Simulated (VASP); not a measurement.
# NaF (Cm) in VASP: single point with LDA

Aim: the single point of NaF with LDA.

Everything below comes from runs of VASP 6.6.1. Logs are shortened: lines on timing, memory, paths and dates and some standing lists are left out, and cuts for length are marked.

## 1. The cell of the first run

The structure is monoclinic, space group Cm (No. 8). Conventional cell: a = 5.691 Å, b = 3.286 Å, c = 3.286 Å, α = 90.00°, β = 125.26°, γ = 90.00°. Na (site symmetry m) has 6 F at 2.13 to 2.53 Å within 2.8 Å. Within 2.8 Å of F (site symmetry m) lie 6 Na at 2.13 to 2.53 Å.

## 2. Single point, LDA (atom 2 (F) moved by (-0.100, -0.200) A along [1 1 0] and z)

Input file INCAR:

```
SYSTEM = NaF
ALGO = Normal
EDIFF = 1E-7
ENCUT = 520
ISIF = 2
ISMEAR = 0
LASPH = .TRUE.
LCHARG = .TRUE.
LELF = .TRUE.
LREAL = .FALSE.
LVHAR = .TRUE.
LWAVE = .FALSE.
NBANDS = 14
NELM = 60
PREC = Accurate
SIGMA = 0.05
```

Input file KPOINTS:

```
k-points
0
G
  4 4 4
  0 0 0
```

Input file POSCAR:

```
NaF
1.0
    0.0000000000      2.3233000000      2.3233000000
    2.3233000000      0.0000000000      2.3233000000
    2.3233000000      2.3233000000      0.0000000000
Na F
1 1
Direct
    0.0000000000      0.0000000000      0.0000000000
    0.4569577756      0.4569577756      0.5126067757
```

Potentials or basis: VASP PAW LDA potentials, release 64 (Na_pv, F).

Run with:

```sh
$ cat potpaw_LDA.64/Na_pv/POTCAR potpaw_LDA.64/F/POTCAR > POTCAR
$ mpirun -np 1 vasp_std > vasp.out
```

OUTCAR:

```text
SYSTEM = NaF
   EDIFF = 1E-7
   ENCUT = 520
   ISIF = 2
   ISMEAR = 0
   LASPH = .TRUE.
   LREAL = .FALSE.
   NELM = 60
   PREC = Accurate

 ion  position               nearest neighbor table
   1  0.000  0.000  0.000-   2 2.13   2 2.26   2 2.26
   2  0.457  0.457  0.513-   1 2.13   1 2.26   1 2.26

  LATTYP: Found a face centered cubic cell.
 ALAT       =     4.6466000000

  Lattice vectors:

 A1 = (   0.0000000000,   2.3233000000,   2.3233000000)
 A2 = (   2.3233000000,   0.0000000000,   2.3233000000)
 A3 = (   2.3233000000,   2.3233000000,   0.0000000000)

Analysis of symmetry for initial positions (statically):
=====================================================================
 Subroutine PRICEL returns:
 Original cell was already a primitive cell.

 Routine SETGRP: Setting up the symmetry group for a
 face centered cubic supercell.

 Subroutine GETGRP returns: Found  2 space group operations
 (whereof  2 operations were pure point group operations)
 out of a pool of 48 trial point group operations.

The static configuration has the point symmetry C_1h.

Analysis of symmetry for dynamics (positions and initial velocities):
=====================================================================
 Subroutine PRICEL returns:
 Original cell was already a primitive cell.

 Routine SETGRP: Setting up the symmetry group for a
 face centered cubic supercell.

 Subroutine GETGRP returns: Found  2 space group operations
 (whereof  2 operations were pure point group operations)
 out of a pool of 48 trial point group operations.

The dynamic configuration has the point symmetry C_1h.

 Subroutine INISYM returns: Found  2 space group operations
 (whereof  2 operations are pure point group operations),
 and found     1 'primitive' translations

----------------------------------------------------------------------------------------

                                     Primitive cell

  volume of cell :      25.0811

  direct lattice vectors                    reciprocal lattice vectors
     0.000000000  2.323300000  2.323300000    -0.215211122  0.215211122  0.215211122
     2.323300000  0.000000000  2.323300000     0.215211122 -0.215211122  0.215211122
     2.323300000  2.323300000  0.000000000     0.215211122  0.215211122 -0.215211122

  length of vectors
     3.285642369  3.285642369  3.285642369     0.372756598  0.372756598  0.372756598

  position of ions in fractional coordinates (direct lattice)
     0.000000000  0.000000000  0.000000000
     0.456957776  0.456957776  0.512606776

  ion indices of the primitive-cell ions
   primitive index   ion index
                 1           1
                 2           2

----------------------------------------------------------------------------------------

 KPOINTS: k-points

Automatic generation of k-mesh.
 Grid dimensions read from file:
 generate k-points for:    4    4    4

 Generating k-lattice:

  Cartesian coordinates                     Fractional coordinates (reciprocal lattice)
    -0.053802781  0.053802781  0.053802781     0.250000000  0.000000000  0.000000000
     0.053802781 -0.053802781  0.053802781     0.000000000  0.250000000  0.000000000
     0.053802781  0.053802781 -0.053802781     0.000000000  0.000000000  0.250000000

  Length of vectors
     0.093189149  0.093189149  0.093189149

  Shift w.r.t. Gamma in fractional coordinates (k-lattice)
     0.000000000  0.000000000  0.000000000

 Subroutine IBZKPT returns following result:
 ===========================================

 Found     24 irreducible k-points:

 Following reciprocal coordinates:
            Coordinates               Weight
  0.000000  0.000000  0.000000      1.000000
  0.250000  0.000000  0.000000      4.000000
  0.000000  0.000000  0.250000      2.000000
  0.250000  0.250000  0.250000      2.000000
  0.500000  0.000000  0.000000      2.000000
  0.000000  0.000000  0.500000      1.000000
[... 16 lines left out ...]
 -0.250000  0.500000  0.250000      4.000000
  0.250000 -0.250000  0.500000      2.000000
   k-points           NKPTS =     24   k-points in BZ     NKDIM =     24   number of bands    NBANDS=     14
   number of dos      NEDOS =    301   number of ions     NIONS =      2
   total plane-waves  NPLWV =  13824
   dimension x,y,z NGX =    24 NGY =   24 NGZ =   24
   dimension x,y,z NGXF=    48 NGYF=   48 NGZF=   48
   ions per type =               1   1
   NGX,Y,Z   is equivalent  to a cutoff of  12.14, 12.14, 12.14 a.u.
   NGXF,Y,Z  is equivalent  to a cutoff of  24.29, 24.29, 24.29 a.u.
 SYSTEM =  NaF
   PREC   = accura    normal or accurate (medium, high low for compatibility)
   ISTART =      0    job   : 0-new  1-cont  2-samecut
   ICHARG =      2    charge: 1-file 2-atom 10-const
   ISPIN  =      1    spin polarized calculation?
   LNONCOLLINEAR =      F non collinear calculations
   LSORBIT =      F    spin-orbit coupling
   LASPH  =      T    aspherical Exc in radial PAW
   ENCUT  =  520.0 eV  38.22 Ry    6.18 a.u.   6.11  6.11  6.11*2*pi/ulx,y,z
   NELM   =     60;   NELMIN=  2; NELMDL= -5     # of ELM steps
   EDIFF  = 0.1E-06   stopping-criterion for ELM
   LREAL  =      F    real-space projection
   EDIFFG = 0.1E-05   stopping-criterion for IOM
   NSW    =      0    number of steps for IOM
   IBRION =     -1    ionic relax: 0-MD 1-quasi-New 2-CG
   NFREE  =      0    steps in history (QN), initial steepest desc. (CG)
   ISIF   =      2    stress and relaxation
   ISYM   =      2    0-nonsym 1-usesym 2-fastsym
   POTIM  = 0.5000    time-step for ionic-motion
   TEBEG  =    0.0;   TEEND  =   0.0 temperature during run
   PSTRESS=    0.0 pullay stress
   NELECT =      14.0000    total number of electrons
   NUPDOWN=      -1.0000    fix difference up-down
   EMIN   =  10.00;   EMAX   =-10.00  energy-range for DOS
   EFERMI =   0.00;   METHOD = LEGACY
   ISMEAR =     0;   SIGMA  =   0.05  broadening in eV -4-tet -1-fermi 0-gaus
   EFERMI_NEDOS =   21; number of points for ismear=-14 and -15
   IALGO  =     38    algorithm
   IMIX   =      4    mixing-type and parameters
     AMIX     =   0.40;   BMIX     =  1.00
     AMIX_MAG =   1.60;   BMIX_MAG =  1.00
  volume/ion in A,a.u.               =      12.54        84.63
  Fermi-wavevector in a.u.,A,eV,Ry     =   1.347935  2.547227 24.720809  1.816928
  Thomas-Fermi vector in A             =   2.475645
   LORBIT       =      0    0 simple, 1 ext, 2 COOP (PROOUT), +10 PAW based schemes
   GGA     = CA    functional components
   LHFCALC =     F    Hartree Fock is set to
   AEXX    =    0.0000 exact exchange contribution
   IVDW    =     0    specifies the selected vdW correction
   LEPSILON=     F    determine dielectric tensor
   LRPA    =     F    only Hartree local field effects (RPA)
 non-spin polarized calculation
 Gauss-broadening in eV      SIGMA  =   0.05
  energy-cutoff  :      520.00
  volume of cell :       25.08
 maximum number of plane-waves:       692
   NGX = 13   NGY = 13   NGZ = 13

 number of electron      13.9999995 magnetization

 Free energy of the ion-electron system (eV)
  ---------------------------------------------------
  ext. energy  EPLUGINS =         0.00000000
  ---------------------------------------------------
  free energy    TOTEN  =        -9.24865816 eV

  energy without entropy =       -9.24865816  energy(sigma->0) =       -9.24865816

 E-fermi :  -2.2470     XC(G=0):  -9.8887

 val. band max:       -2.5575573143   @ k =   0.0000   0.0000   0.0000
 cond. band min:       3.3521710593   @ k =   0.0000   0.0000   0.0000
 fundamental gap:      5.9097283736
 Fermi energy:        -2.2469585838

 k-point     1 :       0.0000    0.0000    0.0000
  band No.  band energies     occupation
      1     -21.5177      2.00000
      2     -21.2980      2.00000
      3     -21.2978      2.00000
      4     -21.0858      2.00000
      5      -2.5721      2.00000
      6      -2.5679      2.00000
      7      -2.5576      2.00000
      8       3.3522      0.00000
      9      15.9533      0.00000
     10      16.0397      0.00000
     11      16.1285      0.00000
     12      18.6543      0.00000
     13      20.9620      0.00000
     14      20.9805      0.00000

 k-point     2 :       0.2500    0.0000    0.0000
  band No.  band energies     occupation
      1     -21.9055      2.00000
      2     -21.3116      2.00000
      3     -21.3052      2.00000
      4     -20.6182      2.00000
      5      -3.4894      2.00000
      6      -2.6942      2.00000
      7      -2.6763      2.00000
      8       5.2131      0.00000
      9      12.1123      0.00000
     10      16.6137      0.00000
     11      16.7412      0.00000
     12      19.7946      0.00000
     13      19.8506      0.00000
     14      21.2868      0.00000

 k-point     3 :       0.0000    0.0000    0.2500
  band No.  band energies     occupation
      1     -21.9147      2.00000
      2     -21.3142      2.00000
      3     -21.3051      2.00000
      4     -20.6062      2.00000
      5      -3.4908      2.00000
      6      -2.6883      2.00000
      7      -2.6720      2.00000
      8       5.2082      0.00000
      9      12.0881      0.00000
     10      16.6409      0.00000
     11      16.6910      0.00000
     12      19.8275      0.00000
     13      19.8707      0.00000
     14      21.3049      0.00000
[... 324 lines left out ...]
 k-point    23 :      -0.2500    0.5000    0.2500
  band No.  band energies     occupation
      1     -21.7854      2.00000
      2     -21.4021      2.00000
      3     -21.3827      2.00000
      4     -20.5839      2.00000
      5      -3.4504      2.00000
      6      -3.4326      2.00000
      7      -3.1385      2.00000
      8      10.0644      0.00000
      9      10.1914      0.00000
     10      12.1558      0.00000
     11      13.9328      0.00000
     12      20.4085      0.00000
     13      20.5534      0.00000
     14      23.9774      0.00000

 k-point    24 :       0.2500   -0.2500    0.5000
  band No.  band energies     occupation
      1     -21.7664      2.00000
      2     -21.4001      2.00000
      3     -21.3954      2.00000
      4     -20.5897      2.00000
      5      -3.4602      2.00000
      6      -3.4576      2.00000
      7      -3.1340      2.00000
      8      10.2088      0.00000
      9      10.2292      0.00000
     10      11.7556      0.00000
     11      14.3740      0.00000
     12      20.3416      0.00000
     13      20.3651      0.00000
     14      23.9144      0.00000

------------------------ aborting loop because EDIFF is reached ----------------------------------------

  FORCE on cell =-STRESS in cart. coord.  units (eV):
  Direction    XX          YY          ZZ          XY          YZ          ZX
  --------------------------------------------------------------------------------------
  -------------------------------------------------------------------------------------
  Total       -0.7010821     -0.7010821     -0.1082851     -0.0129055     -0.0467960     -0.0467960
  in kB      -44.7851017    -44.7851017     -6.9172485     -0.8244055     -2.9893251     -2.9893246
  external PRESSURE =     -32.1624840 kB  Pullay stress =       0.0000000 kB

 VOLUME and BASIS-vectors are now :
 -----------------------------------------------------------------------------
  energy-cutoff  :      520.00
  volume of cell :       25.08
      direct lattice vectors                 reciprocal lattice vectors
     0.000000000  2.323300000  2.323300000    -0.215211122  0.215211122  0.215211122
     2.323300000  0.000000000  2.323300000     0.215211122 -0.215211122  0.215211122
     2.323300000  2.323300000  0.000000000     0.215211122  0.215211122 -0.215211122

 POSITION                                       TOTAL-FORCE (eV/Angst)
 -----------------------------------------------------------------------------------
      0.00000      0.00000      0.00000        -0.113507     -0.113507     -0.469432
      2.25259      2.25259      2.12330         0.113507      0.113507      0.469432
 -----------------------------------------------------------------------------------
    total drift:                               -0.000155     -0.000155     -0.000252

  FREE ENERGIE OF THE ION-ELECTRON SYSTEM (eV)
  ---------------------------------------------------
  free  energy   TOTEN  =        -9.2486581599 eV

  energy  without entropy=       -9.2486581599  energy(sigma->0) =       -9.24865816
```

Wall time 5.2 s (1 thread of Intel Xeon 6975P-C, shared host); peak memory 0.12 GiB.

What came out:

* Free energy: -9.2487 eV
* Pressure: -3.2 GPa
* Largest force: 0.496 eV/Å
* Band gap on the k mesh: 5.91 eV, direct

Forces in eV/Å, atoms in the order of the input:
```
Na  -0.114 -0.114 -0.469
F    0.114  0.114  0.469
```

Stress tensor (GPa, compression positive):
```
-4.48 -0.08 -0.30
-0.08 -4.48 -0.30
-0.30 -0.30 -0.69
```

Levels at points of the mesh, in eV from the valence-band top:
```csv
k point,band 5,band 6,band 7,band 8,band 9,band 10
"(0.00, 0.00, 0.00)",-0.01,-0.01,0.00,5.91,18.51,18.60
"(0.50, 0.00, 0.00)",-1.63,-0.26,-0.24,10.34,11.99,19.41
"(0.00, 0.00, 0.50)",-1.63,-0.25,-0.23,10.33,11.97,19.39
"(0.50, 0.50, 0.50)",-1.63,-0.26,-0.26,10.37,12.02,19.52
"(0.50, 0.50, 0.00)",-1.28,-0.41,-0.41,12.37,12.85,13.32
"(0.00, 0.50, 0.50)",-1.31,-0.43,-0.40,12.63,12.93,13.06
```

Caveat: the k points lie up to 0.59 Å⁻¹ apart; the cell differs from its parent crystal (atom 2 (F) moved by (-0.100, -0.200) A along [1 1 0] and z).
